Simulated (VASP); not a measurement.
A run of VASP 6.6.1:

The input INCAR:

```
  ALGO = Normal
  EDIFF = 1E-7
  ENCUT = 520
  GGA = PE
  ISIF = 2
  ISMEAR = 0
  LASPH = True
  LCHARG = False
  LDAU = True
  LDAUJ = 0 0
  LDAUL = 2 -1
  LDAUPRINT = 1
  LDAUTYPE = 2
  LDAUU = 4 0
  LMAXMIX = 4
  LREAL = False
  LWAVE = False
  NBANDS = 33
  NELM = 150
  PREC = Accurate
  SIGMA = 0.05
```

KPOINTS

```
k-points
0
Gamma
  6 6 6
```

Contents of POSCAR:

```
TiO2
1.0
    2.6553285366     -2.6554023247     -0.0198141649
    2.6553285366      2.6554023247     -0.0198141649
   -2.6193061034      0.0000000000      4.8299503602
Ti O
2 4
Direct
    0.1250069486      0.8749930514      0.2500000000
    0.8749930514      0.1250069486      0.7500000000
    0.3363578248      0.0863811001      0.6727253715
    0.6636421752      0.9136188999      0.3272746285
    0.9136188999      0.6636421752      0.8272746285
    0.0863811001      0.3363578248      0.1727253715
```

Potentials or basis: VASP PAW PBE potentials, release 64 (Ti_sv, O).

Run with:

```bash
$ cat potpaw_PBE.64/Ti_sv/POTCAR potpaw_PBE.64/O/POTCAR > POTCAR
$ mpirun -np 1 vasp_std > vasp.out
```

Hardware: 1 thread of AMD EPYC 7R13 (shared host).

Question: How long does it take, and how much memory?

Answer: Wall time 4.5 min on 1 thread of AMD EPYC 7R13, with other jobs on the host, peak memory 0.22 GiB. Counts: scf iterations 17, k points 68.
